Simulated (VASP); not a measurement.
## SnO: single point with PBE

Crystal: SnO.

```
Sn O
1.0
     3.65603    0.00000    0.00000
     0.00000    3.65603    0.00000
     0.00000    0.00000    4.18239
Sn O
2 2
Direct
  0.50000 0.00000 0.72019
  0.00000 0.50000 0.27981
  0.00000 0.00000 0.00000
  0.50000 0.50000 0.00000
```

- Program: VASP 6.6.1
- Task: single point
- Functional: PBE
- Potentials or basis: VASP PAW PBE potentials, release 64 (Sn_d, O_h)
- Cutoff: 910 eV
- k mesh: 7 × 7 × 6
- Occupations: fermi-dirac, width 0.05 eV
- Spin: no spin polarisation
- Dipole correction: no
- Second run: hard_potentials
- Further INCAR settings: ALGO = Normal; EDIFF = 1e-06; NBANDS = 28

The pressure is 20.2 GPa and the largest force is 0.091 eV/Å. The band gap on the k mesh is zero (band 20 reaches 10.74 eV, above the bottom of band 21 at 9.57 eV).

Forces in eV/Å, atoms in the order of the input:
```
Sn   0.000  0.000 -0.091
Sn   0.000  0.000  0.091
O    0.000  0.000  0.000
O    0.000  0.000  0.000
```

Stress tensor (GPa, compression positive):
```
20.16  0.00  0.00
 0.00 20.16  0.00
 0.00  0.00 20.24
```

Levels at points of the mesh, in eV from the Fermi level:
| k point | band 18 | band 19 | band 20 | band 21 | band 22 | band 23 |
| --- | --- | --- | --- | --- | --- | --- |
| (0.00, 0.00, 0.00) | -3.45 | -3.45 | 0.25 | 3.44 | 3.92 | 3.92 |
| (0.00, 0.00, 0.50) | -3.46 | -2.46 | -1.35 | 1.71 | 1.71 | 2.09 |

It took 54 s on 1 thread of Intel(R) Xeon(R) Platinum 8559C (Emerald Rapids), on a shared host, peak memory 0.29 GiB.

Caveat: the cutoff is under 1.25 times the usual one of these potentials, so pressure, stress and relaxed cells hold a basis-set (Pulay) error; spin-orbit coupling is left out, which moves the levels of the heavy elements.
